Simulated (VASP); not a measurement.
# Cd3SeS2 (Cmc2_1) in VASP: a series of runs

Runs on Cd3SeS2. Level: PBE. Tasks: single point.

All numbers are computed with VASP 6.6.1; they aren't measurements. Logs are shortened: lines on timing, memory, paths and dates and some standing lists are left out, and cuts for length are marked.

**1. The cell of the first run**

The structure is orthorhombic, space group Cmc2_1 (No. 36). Conventional cell: a = 12.231 Å, b = 7.055 Å, c = 6.661 Å, α = 90.00°, β = 90.00°, γ = 90.00°. Cd (site symmetry 1) has 3 S at 2.46 Å and 1 Se at 2.57 Å within 3.2 Å. Within 3.2 Å of Cd (site symmetry m) lie 2 S at 2.46 Å and 2 Se at 2.57 to 2.58 Å. Within 3.4 Å of Se (site symmetry m) lie 4 Cd at 2.57 to 2.58 Å. Within 3.2 Å of S (site symmetry 1) lie 4 Cd at 2.46 Å.

**2. Single point, PBE (23.95 Å³/atom)**

File INCAR:

```
SYSTEM = Cd3SeS2
PREC = Accurate
ENCUT = 520
EDIFF = 1E-7
ISMEAR = 0
SIGMA = 0.02
LREAL = .False.
LASPH = .True.
NELM = 60
ALGO = Normal
ISIF = 2
LWAVE = .False.
LCHARG = .False.
GGA = PE
NBANDS = 66
```

File KPOINTS:

```
Automatic mesh
0
Gamma
  6 6 4
  0 0 0
```

File POSCAR:

```
Cd3SeS2
1.0
    6.1156514880     -3.5274759937      0.0000000000
    6.1156514880      3.5274759937      0.0000000000
    0.0000000000      0.0000000000      6.6608648999
Cd Se S
6 2 4
Direct
    0.4899924902      0.1664391896      0.1313794707
    0.5100075098      0.8335608104      0.6313794707
    0.8231152340      0.1768847660      0.6119914377
    0.1768847660      0.8231152340      0.1119914377
    0.8335608104      0.5100075098      0.1313794707
    0.1664391896      0.4899924902      0.6313794707
    0.8292539067      0.1707460933      0.9985433286
    0.1707460933      0.8292539067      0.4985433286
    0.4960445703      0.1666164208      0.5008531462
    0.5039554297      0.8333835792      0.0008531462
    0.8333835792      0.5039554297      0.5008531462
    0.1666164208      0.4960445703      0.0008531462
```

Potentials or basis: VASP PAW PBE potentials, release 64 (Cd, Se, S).

Started as:

```console
cat potpaw_PBE.64/Cd/POTCAR potpaw_PBE.64/Se/POTCAR potpaw_PBE.64/S/POTCAR > POTCAR
mpirun -np 1 vasp_std > vasp.out
```

OUTCAR:

```text
SYSTEM = Cd3SeS2
   PREC = Accurate
   ENCUT = 520
   EDIFF = 1E-7
   ISMEAR = 0
   LREAL = .False.
   LASPH = .True.
   NELM = 60
   ISIF = 2
   GGA = PE

 ion  position               nearest neighbor table
   1  0.490  0.166  0.131-   9 2.46  10 2.46  12 2.46   7 2.57
   2  0.510  0.834  0.631-  10 2.46   9 2.46  11 2.46   8 2.57
   3  0.823  0.177  0.612-   9 2.46  11 2.46   8 2.57   7 2.58
   4  0.177  0.823  0.112-  10 2.46  12 2.46   7 2.57   8 2.58
   5  0.834  0.510  0.131-  11 2.46  12 2.46  10 2.46   7 2.57
   6  0.166  0.490  0.631-  12 2.46  11 2.46   9 2.46   8 2.57
   7  0.829  0.171  0.999-   4 2.57   1 2.57   5 2.57   3 2.58
   8  0.171  0.829  0.499-   3 2.57   2 2.57   6 2.57   4 2.58
   9  0.496  0.167  0.501-   3 2.46   1 2.46   2 2.46   6 2.46
  10  0.504  0.833  0.001-   4 2.46   2 2.46   1 2.46   5 2.46
  11  0.833  0.504  0.501-   3 2.46   5 2.46   6 2.46   2 2.46
  12  0.167  0.496  0.001-   4 2.46   6 2.46   5 2.46   1 2.46

  LATTYP: Found a base centered orthorhombic cell.
 ALAT       =     7.0549519874
 B/A-ratio  =     1.7337188117
 C/A-ratio  =     0.9441403587

  Lattice vectors:

 A1 = (  -6.1156514880,  -3.5274759937,   0.0000000000)
 A2 = (   6.1156514880,  -3.5274759937,   0.0000000000)
 A3 = (   0.0000000000,   0.0000000000,   6.6608648999)

Analysis of symmetry for initial positions (statically):
=====================================================================
 Subroutine PRICEL returns:
 Original cell was already a primitive cell.

 Routine SETGRP: Setting up the symmetry group for a
 base centered orthorhombic supercell.

 Subroutine GETGRP returns: Found  4 space group operations
 (whereof  2 operations were pure point group operations)
 out of a pool of  8 trial point group operations.

The static configuration has the point symmetry C_1h.
 The point group associated with its full space group is C_2v.

Analysis of symmetry for dynamics (positions and initial velocities):
=====================================================================
 Subroutine PRICEL returns:
 Original cell was already a primitive cell.

 Routine SETGRP: Setting up the symmetry group for a
 base centered orthorhombic supercell.

 Subroutine GETGRP returns: Found  4 space group operations
 (whereof  2 operations were pure point group operations)
 out of a pool of  8 trial point group operations.

The dynamic configuration has the point symmetry C_1h.
 The point group associated with its full space group is C_2v.

 Subroutine INISYM returns: Found  4 space group operations
 (whereof  2 operations are pure point group operations),
 and found     1 'primitive' translations

----------------------------------------------------------------------------------------

                                     Primitive cell

  volume of cell :     287.3872

  direct lattice vectors                    reciprocal lattice vectors
     6.115651488 -3.527475994  0.000000000     0.081757438 -0.141744409  0.000000000
     6.115651488  3.527475994  0.000000000     0.081757438  0.141744409  0.000000000
     0.000000000  0.000000000  6.660864900     0.000000000  0.000000000  0.150130653

  length of vectors
     7.060048159  7.060048159  6.660864900     0.163632992  0.163632992  0.150130653

  position of ions in fractional coordinates (direct lattice)
     0.489992490  0.166439190  0.131379471
     0.510007510  0.833560810  0.631379471
     0.823115234  0.176884766  0.611991438
     0.176884766  0.823115234  0.111991438
     0.833560810  0.510007510  0.131379471
     0.166439190  0.489992490  0.631379471
     0.829253907  0.170746093  0.998543329
     0.170746093  0.829253907  0.498543329
     0.496044570  0.166616421  0.500853146
     0.503955430  0.833383579  0.000853146
     0.833383579  0.503955430  0.500853146
     0.166616421  0.496044570  0.000853146

  ion indices of the primitive-cell ions
   primitive index   ion index
                 1           1
                 2           2
                 3           3
                 4           4
                 5           5
                 6           6
                 7           7
                 8           8
                 9           9
                10          10
                11          11
                12          12

----------------------------------------------------------------------------------------

 KPOINTS: Automatic mesh

Automatic generation of k-mesh.
 Grid dimensions read from file:
 generate k-points for:    6    6    4

 Generating k-lattice:

  Cartesian coordinates                     Fractional coordinates (reciprocal lattice)
     0.013626240 -0.023624068  0.000000000     0.166666667  0.000000000  0.000000000
     0.013626240  0.023624068  0.000000000     0.000000000  0.166666667  0.000000000
     0.000000000  0.000000000  0.037532663     0.000000000  0.000000000  0.250000000

  Length of vectors
     0.027272165  0.027272165  0.037532663

  Shift w.r.t. Gamma in fractional coordinates (k-lattice)
     0.000000000  0.000000000  0.000000000

 Subroutine IBZKPT returns following result:
 ===========================================

 Found     39 irreducible k-points:

 Following reciprocal coordinates:
            Coordinates               Weight
  0.000000  0.000000  0.000000      1.000000
  0.166667  0.000000  0.000000      4.000000
  0.333333  0.000000  0.000000      4.000000
  0.500000 -0.000000  0.000000      2.000000
  0.166667  0.166667  0.000000      2.000000
  0.333333  0.166667  0.000000      4.000000
[... 16 lines left out ...]
  0.333333  0.333333  0.250000      4.000000
  0.500000  0.333333  0.250000      8.000000
 [... further k-points ...]
   k-points           NKPTS =     39   k-points in BZ     NKDIM =     39   number of bands    NBANDS=     66
   number of dos      NEDOS =    301   number of ions     NIONS =     12
   total plane-waves  NPLWV = 145800
   dimension x,y,z NGX =    54 NGY =   54 NGZ =   50
   dimension x,y,z NGXF=   108 NGYF=  108 NGZF=  100
   ions per type =               6   2   4
   NGX,Y,Z   is equivalent  to a cutoff of  12.72, 12.72, 12.48 a.u.
   NGXF,Y,Z  is equivalent  to a cutoff of  25.43, 25.43, 24.96 a.u.
 SYSTEM =  Cd3SeS2
   PREC   = accura    normal or accurate (medium, high low for compatibility)
   ISTART =      0    job   : 0-new  1-cont  2-samecut
   ICHARG =      2    charge: 1-file 2-atom 10-const
   ISPIN  =      1    spin polarized calculation?
   LNONCOLLINEAR =      F non collinear calculations
   LSORBIT =      F    spin-orbit coupling
   LASPH  =      T    aspherical Exc in radial PAW
   ENCUT  =  520.0 eV  38.22 Ry    6.18 a.u.  13.13 13.13 12.38*2*pi/ulx,y,z
   NELM   =     60;   NELMIN=  2; NELMDL= -5     # of ELM steps
   EDIFF  = 0.1E-06   stopping-criterion for ELM
   LREAL  =      F    real-space projection
   EDIFFG = 0.1E-05   stopping-criterion for IOM
   NSW    =      0    number of steps for IOM
   IBRION =     -1    ionic relax: 0-MD 1-quasi-New 2-CG
   NFREE  =      0    steps in history (QN), initial steepest desc. (CG)
   ISIF   =      2    stress and relaxation
   ISYM   =      2    0-nonsym 1-usesym 2-fastsym
   POTIM  = 0.5000    time-step for ionic-motion
   TEBEG  =    0.0;   TEEND  =   0.0 temperature during run
   PSTRESS=    0.0 pullay stress
   NELECT =     108.0000    total number of electrons
   NUPDOWN=      -1.0000    fix difference up-down
   EMIN   =  10.00;   EMAX   =-10.00  energy-range for DOS
   EFERMI =   0.00;   METHOD = LEGACY
   ISMEAR =     0;   SIGMA  =   0.02  broadening in eV -4-tet -1-fermi 0-gaus
   EFERMI_NEDOS =   21; number of points for ismear=-14 and -15
   IALGO  =     38    algorithm
   IMIX   =      4    mixing-type and parameters
     AMIX     =   0.40;   BMIX     =  1.00
     AMIX_MAG =   1.60;   BMIX_MAG =  1.00
  volume/ion in A,a.u.               =      23.95       161.62
  Fermi-wavevector in a.u.,A,eV,Ry     =   1.181391  2.232505 18.989439  1.395684
  Thomas-Fermi vector in A             =   2.317665
   LORBIT       =      0    0 simple, 1 ext, 2 COOP (PROOUT), +10 PAW based schemes
   GGA     = PE    functional components
   LHFCALC =     F    Hartree Fock is set to
   AEXX    =    0.0000 exact exchange contribution
   IVDW    =     0    specifies the selected vdW correction
   LEPSILON=     F    determine dielectric tensor
   LRPA    =     F    only Hartree local field effects (RPA)
 non-spin polarized calculation
 Gauss-broadening in eV      SIGMA  =   0.02
  energy-cutoff  :      520.00
  volume of cell :      287.39
 maximum number of plane-waves:      7792
 NGX is ok and might be reduce to    54
   NGX = 27   NGY = 27   NGZ = 25

 number of electron     107.9999981 magnetization

 Free energy of the ion-electron system (eV)
  ---------------------------------------------------
  ext. energy  EPLUGINS =         0.00000000
  ---------------------------------------------------
  free energy    TOTEN  =       -34.53722208 eV

  energy without entropy =      -34.53722208  energy(sigma->0) =      -34.53722208

 E-fermi :   1.9678     XC(G=0):  -9.4247

 val. band max:        1.8734817875   @ k =   0.0000   0.0000   0.0000
 cond. band min:       3.0751204562   @ k =   0.0000   0.0000   0.0000
 fundamental gap:      1.2016386687
 Fermi energy:         1.9677508521

 k-point     1 :       0.0000    0.0000    0.0000
  band No.  band energies     occupation
      1     -11.0841      2.00000
      2     -10.6058      2.00000
      3     -10.5196      2.00000
      4     -10.5196      2.00000
      5     -10.4488      2.00000
      6     -10.4338      2.00000
[... 58 lines left out ...]
     65       8.3889      0.00000
     66       9.0706      0.00000

 k-point     2 :       0.1667    0.0000    0.0000
  band No.  band energies     occupation
      1     -11.0467      2.00000
      2     -10.5962      2.00000
      3     -10.5735      2.00000
      4     -10.5126      2.00000
      5     -10.4705      2.00000
      6     -10.4107      2.00000
[... 58 lines left out ...]
     65       8.4532      0.00000
     66       8.5593      0.00000

 k-point     3 :       0.3333    0.0000    0.0000
  band No.  band energies     occupation
      1     -10.9450      2.00000
      2     -10.6743      2.00000
      3     -10.5832      2.00000
      4     -10.5285      2.00000
      5     -10.4736      2.00000
      6     -10.4027      2.00000
[... 1438 lines left out ...]
     65       7.7441      0.00000
     66       7.7569      0.00000

 k-point    24 :       0.5000    0.3333    0.2500
  band No.  band energies     occupation
      1     -10.8072      2.00000
      2     -10.6741      2.00000
      3     -10.6152      2.00000
      4     -10.5588      2.00000
      5     -10.4762      2.00000
      6     -10.4443      2.00000
[... 58 lines left out ...]
     65       7.5879      0.00000
     66       7.7150      0.00000

 [... further k-points ...]

------------------------ aborting loop because EDIFF is reached ----------------------------------------

  FORCE on cell =-STRESS in cart. coord.  units (eV):
  Direction    XX          YY          ZZ          XY          YZ          ZX
  --------------------------------------------------------------------------------------
  -------------------------------------------------------------------------------------
  Total       16.2837730     16.2636789     16.3074921      0.0000000      0.0000000      0.0000000
  in kB       90.7816781     90.6696539     90.9139117      0.0000000      0.0000000      0.0000000
  external PRESSURE =      90.7884146 kB  Pullay stress =       0.0000000 kB

 VOLUME and BASIS-vectors are now :
 -----------------------------------------------------------------------------
  energy-cutoff  :      520.00
  volume of cell :      287.39
      direct lattice vectors                 reciprocal lattice vectors
     6.115651488 -3.527475994  0.000000000     0.081757438 -0.141744409  0.000000000
     6.115651488  3.527475994  0.000000000     0.081757438  0.141744409  0.000000000
     0.000000000  0.000000000  6.660864900     0.000000000  0.000000000  0.150130653

 POSITION                                       TOTAL-FORCE (eV/Angst)
 -----------------------------------------------------------------------------------
      4.01451     -1.14133      0.87510        -0.000764     -0.000850      0.000312
      8.21680      1.14133      4.20553         0.000764      0.000850      0.000312
      6.11565     -2.27956      4.07639        -0.000000     -0.003916     -0.000015
      6.11565      2.27956      0.74596        -0.000000      0.003916     -0.000015
      8.21680     -1.14133      0.87510         0.000764     -0.000850      0.000312
      4.01451      1.14133      4.20553        -0.000764      0.000850      0.000312
      6.11565     -2.32287      6.65116        -0.000000     -0.003556      0.001933
      6.11565      2.32287      3.32073        -0.000000      0.003556      0.001933
      4.05260     -1.16205      3.33612        -0.003202     -0.000987     -0.001271
      8.17870      1.16205      0.00568         0.003202      0.000987     -0.001271
      8.17870     -1.16205      3.33612         0.003202     -0.000987     -0.001271
      4.05260      1.16205      0.00568        -0.003202      0.000987     -0.001271
 -----------------------------------------------------------------------------------
    total drift:                                0.000001      0.000000      0.000805

  FREE ENERGIE OF THE ION-ELECTRON SYSTEM (eV)
  ---------------------------------------------------
  free  energy   TOTEN  =       -34.5372220800 eV

  energy  without entropy=      -34.5372220800  energy(sigma->0) =      -34.53722208
```

Wall time 29 min (1 thread of Oxide Virtual Turin-like, shared host); peak memory 0.72 GiB.

What came out:

```yaml
Free_energy: -34.5372 eV
Pressure: 9.1 GPa
Largest_force: 0.004 eV/Å
Band_gap_on_the_k_mesh: 1.20 eV
```

Forces in eV/Å, atoms in the order of the input:
```
Cd  -0.001 -0.001  0.000
Cd   0.001  0.001  0.000
Cd   0.000 -0.004  0.000
Cd   0.000  0.004  0.000
Cd   0.001 -0.001  0.000
Cd  -0.001  0.001  0.000
Se   0.000 -0.004  0.002
Se   0.000  0.004  0.002
S   -0.003 -0.001 -0.001
S    0.003  0.001 -0.001
S    0.003 -0.001 -0.001
S   -0.003  0.001 -0.001
```

Caveat: the cell stands under pressure.

**3. Single point, PBE (25.58 Å³/atom)**

This run uses another cell than the first one, of 25.58 Å³/atom.

File INCAR:

```
PREC = Accurate
ENCUT = 520
EDIFF = 1E-6
ISMEAR = 0
SIGMA = 0.02
LREAL = False
LASPH = True
NELM = 60
ALGO = Normal
ISIF = 2
LWAVE = False
LCHARG = False
GGA = PE
NBANDS = 66
```

File KPOINTS:

```
regular mesh
0
Gamma
  6 6 4
```

File POSCAR:

```
Cd3SeS2
1.0
    6.2566668982     -3.6108345861      0.0000000000
    6.2566668982      3.6108345861      0.0000000000
    0.0000000000      0.0000000000      6.7941006148
Cd Se S
6 2 4
Direct
    0.4898184295      0.1664799857      0.1297900201
    0.5101815705      0.8335200143      0.6297900201
    0.8226739324      0.1773260676      0.6135011826
    0.1773260676      0.8226739324      0.1135011826
    0.8335200143      0.5101815705      0.1297900201
    0.1664799857      0.4898184295      0.6297900201
    0.8302007004      0.1697992996      1.0003042072
    0.1697992996      0.8302007004      0.5003042072
    0.4964259556      0.1666833661      0.5008072850
    0.5035740444      0.8333166339      0.0008072850
    0.8333166339      0.5035740444      0.5008072850
    0.1666833661      0.4964259556      0.0008072850
```

Potentials or basis: VASP PAW PBE potentials, release 64 (Cd, Se, S).

Started as:

```console
cat potpaw_PBE.64/Cd/POTCAR potpaw_PBE.64/Se/POTCAR potpaw_PBE.64/S/POTCAR > POTCAR
mpirun -np 1 vasp_std > vasp.out
```

It took 27 min on 1 thread of Oxide Virtual Turin-like, shared host; peak memory 0.77 GiB.

The run converged. Its results:

```yaml
Free_energy: -35.3176 eV
Pressure: 3.9 GPa
Largest_force: 0.008 eV/Å
Band_gap_on_the_k_mesh: 1.06 eV
```

Forces on the atoms (eV/Å):
```
Cd   0.001 -0.001  0.008
Cd  -0.001  0.001  0.008
Cd   0.000  0.003 -0.004
Cd   0.000 -0.003 -0.004
Cd  -0.001 -0.001  0.008
Cd   0.001  0.001  0.008
Se   0.000  0.004 -0.002
Se   0.000 -0.004 -0.002
S    0.000  0.001 -0.005
S    0.000 -0.001 -0.005
S    0.000  0.001 -0.005
S    0.000 -0.001 -0.005
```

Levels at points of the mesh, in eV from the valence-band top:
```
           k point  band 52  band 53  band 54  band 55  band 56  band 57
(0.00, 0.00, 0.00)    -0.04     0.00     0.00     1.06     2.60     4.46
(0.50, 0.00, 0.00)    -0.71    -0.63    -0.56     3.31     3.35     3.58
(0.50, 0.50, 0.00)    -0.71    -0.61    -0.51     3.27     3.37     3.57
(0.00, 0.00, 0.50)    -0.40    -0.39    -0.39     2.72     2.72     4.16
(0.50, 0.00, 0.50)    -1.12    -1.07    -1.07     3.29     3.29     3.98
(0.50, 0.50, 0.50)    -1.22    -1.02    -1.02     3.29     3.29     3.98
```

Caveat: the cell stands under pressure.
